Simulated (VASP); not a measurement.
A run of VASP 6.6.1:

Contents of INCAR:

```
  PREC = Accurate
  ENCUT = 600
  EDIFF = 1E-7
  ISMEAR = 0
  SIGMA = 0.01
  LREAL = F
  LASPH = T
  NELM = 100
  ALGO = Normal
  ISIF = 3
  LWAVE = F
  LCHARG = F
  GGA = PE
  IBRION = 2
  NSW = 80
  EDIFFG = -0.001
  PSTRESS = 10.0
```

KPOINTS

```
Automatic mesh
0
Gamma
  8 8 8
```

POSCAR

```
HfO2
1.0
    0.0000000000      2.5488057606      2.5488057606
    2.5488057606      0.0000000000      2.5488057606
    2.5488057606      2.5488057606      0.0000000000
Hf O
1 2
Direct
    0.0000000000      0.0000000000      0.0000000000
    0.2500000000      0.2500000000      0.2500000000
    0.7500000000      0.7500000000      0.7500000000
```

Potentials or basis: VASP PAW PBE potentials, release 64 (Hf_pv, O).

Command:

```sh
$ cat potpaw_PBE.64/Hf_pv/POTCAR potpaw_PBE.64/O/POTCAR > POTCAR
$ mpirun -np 1 vasp_std > vasp.out
```

Hardware: 1 thread of Intel(R) Xeon(R) Platinum 8488C (Sapphire Rapids) (shared host).

Task: Estimate the wall time of this run.

Result: Wall time 68 s on 1 thread of Intel(R) Xeon(R) Platinum 8488C (Sapphire Rapids) (shared host), peak memory 0.18 GiB. Counts: scf iterations 53, k points 29, ion steps 6.
